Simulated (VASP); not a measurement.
A run of VASP 6.6.1 is set up as follows.

Contents of INCAR:

```
SYSTEM = TiTe2
PREC     = Accurate       ! precision mode
ENCUT    = 520            ! plane-wave cutoff, eV
EDIFF    = 1E-6           ! SCF threshold, eV
ISMEAR   = 0              ! smearing method
SIGMA    = 0.1            ! smearing width, eV
LREAL    = .False.        ! projectors in reciprocal space
LASPH    = .True.         ! aspherical terms in the spheres
NELM     = 80             ! most SCF steps
ALGO     = Normal         ! electronic algorithm
ISIF     = 2              ! what is computed and relaxed
LWAVE    = .False.        ! write WAVECAR
LCHARG   = .True.         ! write CHGCAR
LDIPOL   = .True.       
IDIPOL   = 3            
DIPOL    = 0.5 0.5 0.275
GGA      = PE             ! functional
IVDW     = 12             ! dispersion correction
LELF     = .True.         ! ELF
LVHAR    = .True.       
LVACPOTAV= .True.       
NBANDS   = 33             ! bands
```

File KPOINTS:

```
Automatic mesh
0
Gamma
  6 6 1
  0 0 0
```

POSCAR

```
TiTe2
1.0
    3.6850610000      0.0000000000      0.0000000000
   -1.8425310000      3.1913570000      0.0000000000
    0.0000000000      0.0000000000     43.6410600000
Ti Te
2 4
Direct
    0.0000000000      0.0000000000      0.2011800000
    0.0000000000      0.0000000000      0.3487610000
    0.6666670000      0.3333330000      0.2409120000
    0.3333330000      0.6666670000      0.1607040000
    0.3333330000      0.6666670000      0.3090290000
    0.6666670000      0.3333330000      0.3892370000
```

Potentials or basis: VASP PAW PBE potentials, release 64 (Ti_sv, Te).

Launch:

```console
$ cat potpaw_PBE.64/Ti_sv/POTCAR potpaw_PBE.64/Te/POTCAR > POTCAR
$ mpirun -np 1 vasp_std > vasp.out
```

Task: Estimate the dispersion energy per atom.

Result: -0.436 eV.

Task: Predict the largest force.

Result: 0.037 eV/Å.

Task: Predict the work function of the upper face.

Result: 4.94 eV.

Task: Predict the band gap on the k mesh.

Result: Zero (band 24 reaches -0.73 eV, above the bottom of band 25 at -1.47 eV).

Forces on the atoms (eV/Å):
```
Ti   0.000  0.000  0.037
Ti   0.000  0.000 -0.037
Te   0.000  0.000 -0.005
Te   0.000  0.000 -0.017
Te   0.000  0.000  0.005
Te   0.000  0.000  0.017
```

Caveat: spin-orbit coupling is left out, which moves the levels of the heavy elements.
